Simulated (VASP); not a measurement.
# TiAl (km) (P4/mmm) in VASP: single point with PBEsol

Aim: the single point of TiAl (km) with PBEsol.

Everything below comes from runs of VASP 6.6.1. Logs are shortened: lines on timing, memory, paths and dates and some standing lists are left out, and cuts for length are marked.

## Step 1: The cell of the first run

The structure is tetragonal, space group P4/mmm (No. 123). The conventional cell has a = 2.794 Å, b = 2.794 Å, c = 4.040 Å, α = 90.00°, β = 90.00°, γ = 90.00°. Ti (site symmetry 4/mmm) has 4 Ti at 2.79 Å and 8 Al at 2.83 Å within 3.7 Å. Within 3.7 Å of Al (site symmetry 4/mmm) lie 4 Al at 2.79 Å and 8 Ti at 2.83 Å.

## Step 2: Single point, PBEsol

Contents of INCAR:

```
SYSTEM = TiAl
PREC = Accurate
ENCUT = 520
EDIFF = 1E-6
ISMEAR = 0
SIGMA = 0.1
LREAL = .False.
LASPH = .True.
NELM = 80
ALGO = Normal
ISIF = 2
LWAVE = .False.
LCHARG = .False.
GGA = PS
NBANDS = 14
```

Contents of KPOINTS:

```
regular mesh
0
Gamma
  6 6 4
  0 0 0
```

Contents of POSCAR:

```
TiAl
1.0
    2.7940484197      0.0000000000      0.0000000000
    0.0000000000      2.7940484197      0.0000000000
    0.0000000000      0.0000000000      4.0403994142
Ti Al
1 1
Direct
    0.5000000000      0.5000000000      0.5000000000
    0.0000000000      0.0000000000      0.0000000000
```

Potentials or basis: VASP PAW PBE potentials, release 64 (Ti_sv, Al).

Started as:

```console
> cat potpaw_PBE.64/Ti_sv/POTCAR potpaw_PBE.64/Al/POTCAR > POTCAR
> mpirun -np 1 vasp_std > vasp.out
```

OUTCAR:

```text
SYSTEM = TiAl
   PREC = Accurate
   ENCUT = 520
   EDIFF = 1E-6
   ISMEAR = 0
   LREAL = .False.
   LASPH = .True.
   NELM = 80
   ISIF = 2
   GGA = PS

 ion  position               nearest neighbor table
   1  0.500  0.500  0.500-   2 2.83   2 2.83   2 2.83   2 2.83   2 2.83   2 2.83   2 2.83   2 2.83

   2  0.000  0.000  0.000-   1 2.83   1 2.83   1 2.83   1 2.83   1 2.83   1 2.83   1 2.83   1 2.83

  LATTYP: Found a simple tetragonal cell.
 ALAT       =     2.7940484197
 C/A-ratio  =     1.4460735132

  Lattice vectors:

 A1 = (   2.7940484197,   0.0000000000,   0.0000000000)
 A2 = (   0.0000000000,   2.7940484197,   0.0000000000)
 A3 = (   0.0000000000,   0.0000000000,   4.0403994142)

Analysis of symmetry for initial positions (statically):
=====================================================================
 Subroutine PRICEL returns:
 Original cell was already a primitive cell.

 Routine SETGRP: Setting up the symmetry group for a
 simple tetragonal supercell.

 Subroutine GETGRP returns: Found 16 space group operations
 (whereof 16 operations were pure point group operations)
 out of a pool of 16 trial point group operations.

The static configuration has the point symmetry D_4h.

Analysis of symmetry for dynamics (positions and initial velocities):
=====================================================================
 Subroutine PRICEL returns:
 Original cell was already a primitive cell.

 Routine SETGRP: Setting up the symmetry group for a
 simple tetragonal supercell.

 Subroutine GETGRP returns: Found 16 space group operations
 (whereof 16 operations were pure point group operations)
 out of a pool of 16 trial point group operations.

The dynamic configuration has the point symmetry D_4h.

 Subroutine INISYM returns: Found 16 space group operations
 (whereof 16 operations are pure point group operations),
 and found     1 'primitive' translations

----------------------------------------------------------------------------------------

                                     Primitive cell

  volume of cell :      31.5422

  direct lattice vectors                    reciprocal lattice vectors
     2.794048420  0.000000000  0.000000000     0.357903604  0.000000000  0.000000000
     0.000000000  2.794048420  0.000000000     0.000000000  0.357903604  0.000000000
     0.000000000  0.000000000  4.040399414     0.000000000  0.000000000  0.247500283

  length of vectors
     2.794048420  2.794048420  4.040399414     0.357903604  0.357903604  0.247500283

  position of ions in fractional coordinates (direct lattice)
     0.500000000  0.500000000  0.500000000
     0.000000000  0.000000000  0.000000000
[... 91 lines left out ...]
   EFERMI =   0.00;   METHOD = LEGACY
   ISMEAR =     0;   SIGMA  =   0.10  broadening in eV -4-tet -1-fermi 0-gaus
   EFERMI_NEDOS =   21; number of points for ismear=-14 and -15
   IALGO  =     38    algorithm
   IMIX   =      4    mixing-type and parameters
     AMIX     =   0.40;   BMIX     =  1.00
     AMIX_MAG =   1.60;   BMIX_MAG =  1.00
  volume/ion in A,a.u.               =      15.77       106.43
  Fermi-wavevector in a.u.,A,eV,Ry     =   1.277834  2.414757 22.216415  1.632860
  Thomas-Fermi vector in A             =   2.410411
   LORBIT       =      0    0 simple, 1 ext, 2 COOP (PROOUT), +10 PAW based schemes
   GGA     = PS    functional components
   LHFCALC =     F    Hartree Fock is set to
   AEXX    =    0.0000 exact exchange contribution
   IVDW    =     0    specifies the selected vdW correction
   LEPSILON=     F    determine dielectric tensor
   LRPA    =     F    only Hartree local field effects (RPA)
 non-spin polarized calculation
 Gauss-broadening in eV      SIGMA  =   0.10
  energy-cutoff  :      520.00
  volume of cell :       31.54
 maximum number of plane-waves:       888
 NGX is ok and might be reduce to    24
   NGX = 11   NGY = 11   NGZ = 15

 number of electron      14.9999997 magnetization

 Free energy of the ion-electron system (eV)
  ---------------------------------------------------
  ext. energy  EPLUGINS =         0.00000000
  ---------------------------------------------------
  free energy    TOTEN  =       -13.25435345 eV

  energy without entropy =      -13.24791959  energy(sigma->0) =      -13.25113652

 E-fermi :   8.5318     XC(G=0): -11.2643

 val. band max:        8.4812671237   @ k =   0.1667   0.0000   0.2500
 cond. band min:       8.5863487112   @ k =   0.1667   0.1667   0.2500
 fundamental gap:      0.1050815875
 Fermi energy:         8.5318198767

 k-point     1 :       0.0000    0.0000    0.0000
  band No.  band energies     occupation
      1     -47.8865      2.00000
      2     -24.3914      2.00000
      3     -23.9103      2.00000
      4     -23.9103      2.00000
      5      -0.6221      2.00000
      6       6.5376      2.00000
      7       7.5974      2.00000
      8       8.1733      2.00000
      9      10.6977      0.00000
     10      10.6977      0.00000
     11      11.8693      0.00000
     12      14.8381      0.00000
     13      17.1487      0.00000
     14      17.1487      0.00000
[... 377 lines left out ...]
      1     -47.8191      2.00000
      2     -24.4379      2.00000
      3     -24.3401      2.00000
      4     -23.8625      2.00000
      5       3.5541      2.00000
      6       5.5673      2.00000
      7       7.2647      2.00000
      8       7.4036      2.00000
      9       9.8589      0.00000
     10      10.2895      0.00000
     11      10.8422      0.00000
     12      12.4357      0.00000
     13      14.3697      0.00000
     14      21.1781      0.00000

 [... further k-points ...]

------------------------ aborting loop because EDIFF is reached ----------------------------------------

  FORCE on cell =-STRESS in cart. coord.  units (eV):
  Direction    XX          YY          ZZ          XY          YZ          ZX
  --------------------------------------------------------------------------------------
  -------------------------------------------------------------------------------------
  Total        0.0630875      0.0630875      0.0425117      0.0000000     -0.0000000      0.0000000
  in kB        3.2045106      3.2045106      2.1593706      0.0000000     -0.0000000      0.0000000
  external PRESSURE =       2.8561306 kB  Pullay stress =       0.0000000 kB

 VOLUME and BASIS-vectors are now :
 -----------------------------------------------------------------------------
  energy-cutoff  :      520.00
  volume of cell :       31.54
      direct lattice vectors                 reciprocal lattice vectors
     2.794048420  0.000000000  0.000000000     0.357903604  0.000000000  0.000000000
     0.000000000  2.794048420  0.000000000     0.000000000  0.357903604  0.000000000
     0.000000000  0.000000000  4.040399414     0.000000000  0.000000000  0.247500283

 POSITION                                       TOTAL-FORCE (eV/Angst)
 -----------------------------------------------------------------------------------
      1.39702      1.39702      2.02020         0.000000      0.000000      0.000000
      0.00000      0.00000      0.00000         0.000000      0.000000      0.000000
 -----------------------------------------------------------------------------------
    total drift:                                0.000000      0.000000     -0.000000

  FREE ENERGIE OF THE ION-ELECTRON SYSTEM (eV)
  ---------------------------------------------------
  free  energy   TOTEN  =       -13.2543534454 eV

  energy  without entropy=      -13.2479195938  energy(sigma->0) =      -13.25113652
```

OSZICAR:

```text
N       E                     dE             d eps       ncg     rms          rms(c)
DAV:   1     0.113966191847E+03    0.11397E+03   -0.69985E+03   840   0.108E+03
DAV:   2    -0.485555525624E+01   -0.11882E+03   -0.11427E+03   900   0.314E+02
DAV:   3    -0.143039922008E+02   -0.94484E+01   -0.92146E+01  1418   0.780E+01
DAV:   4    -0.149209989632E+02   -0.61701E+00   -0.61646E+00  1018   0.153E+01
DAV:   5    -0.149391756267E+02   -0.18177E-01   -0.18175E-01  1206   0.255E+00    0.103E+01
DAV:   6    -0.133956400353E+02    0.15435E+01   -0.49065E+00   938   0.306E+01    0.341E+00
DAV:   7    -0.132769477358E+02    0.11869E+00   -0.51794E-01   900   0.900E+00    0.204E+00
DAV:   8    -0.132607253678E+02    0.16222E-01   -0.12435E-01  1008   0.443E+00    0.793E-01
DAV:   9    -0.132553832610E+02    0.53421E-02   -0.39142E-02   950   0.297E+00    0.307E-01
DAV:  10    -0.132545513782E+02    0.83188E-03   -0.20701E-03  1018   0.568E-01    0.114E-01
DAV:  11    -0.132543779791E+02    0.17340E-03   -0.12360E-03  1062   0.423E-01    0.595E-02
DAV:  12    -0.132543587908E+02    0.19188E-04   -0.67590E-05   936   0.101E-01    0.234E-02
DAV:  13    -0.132543548555E+02    0.39353E-05   -0.52507E-06  1046   0.223E-02    0.886E-03
DAV:  14    -0.132543533651E+02    0.14904E-05   -0.34486E-06   944   0.246E-02    0.143E-03
DAV:  15    -0.132543534454E+02   -0.80257E-07   -0.16899E-07   480   0.391E-03
   1 F= -.13254353E+02 E0= -.13251137E+02  d E =-.643385E-02
```

Wall time 20 s (1 thread of Intel Xeon Platinum 8175M at 2.50GHz (Skylake/Cascade Lake), shared host); peak memory 0.15 GiB.

What came out:

| Property | Result |
| --- | --- |
| Free energy | -13.2544 eV |
| Pressure | 0.3 GPa |

Levels at points of the mesh, in eV from the Fermi level:
| k point | band 6 | band 7 | band 8 | band 9 | band 10 | band 11 |
| --- | --- | --- | --- | --- | --- | --- |
| (0.00, 0.00, 0.00) | -1.99 | -0.93 | -0.36 | 2.17 | 2.17 | 3.34 |
| (0.50, 0.00, 0.00) | -4.54 | -1.81 | -0.33 | 1.71 | 2.54 | 4.44 |
| (0.50, 0.50, 0.00) | -0.47 | -0.41 | -0.41 | -0.30 | -0.30 | 4.33 |
| (0.00, 0.00, 0.50) | -5.37 | -0.76 | 0.56 | 1.81 | 1.81 | 3.35 |
| (0.50, 0.00, 0.50) | -2.96 | -1.27 | -1.13 | 1.33 | 1.76 | 2.31 |
| (0.50, 0.50, 0.50) | -2.33 | -2.33 | 1.97 | 2.12 | 2.72 | 4.27 |

Caveat: the k points lie up to 0.39 Å⁻¹ apart; the PAW data sets were made with another functional, which shifts forces and pressure a little.
